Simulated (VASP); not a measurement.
The system is Ti.

```
CELL_PARAMETERS angstrom
2.95000 0.00000 0.00000
-1.47500 2.55477 0.00000
0.00000 0.00000 4.68000
ATOMIC_POSITIONS crystal
Ti 0.66667 0.33333 0.75000
Ti 0.33333 0.66667 0.25000
```

Base run:

- Program: VASP 6.6.1
- Functional: r2SCAN
- Potentials or basis: VASP PAW PBE potentials, release 64 (Ti_sv)
- Cutoff: 520 eV
- k mesh: 10 × 10 × 6
- Occupations: fermi-dirac, width 0.05 eV
- Spin: no spin polarisation

Its results: band gap on the k mesh zero (bands 12 and 13 overlap by 1.21 eV); pressure -1.7 GPa.

Question: The run is repeated on the same cell with these changes: functional from r2SCAN to PBE-based screened hybrid with 25 % exact exchange; k mesh from 10 × 10 × 6 to 5 × 5 × 3. What comes out?

Answer: Band gap on the k mesh zero (bands 12 and 13 overlap by 1.02 eV); pressure -3.8 GPa.

Several settings changed at once.

Caveats: some runs use coarse meshes; the PAW data sets were made with another functional, which shifts forces and pressure a little.
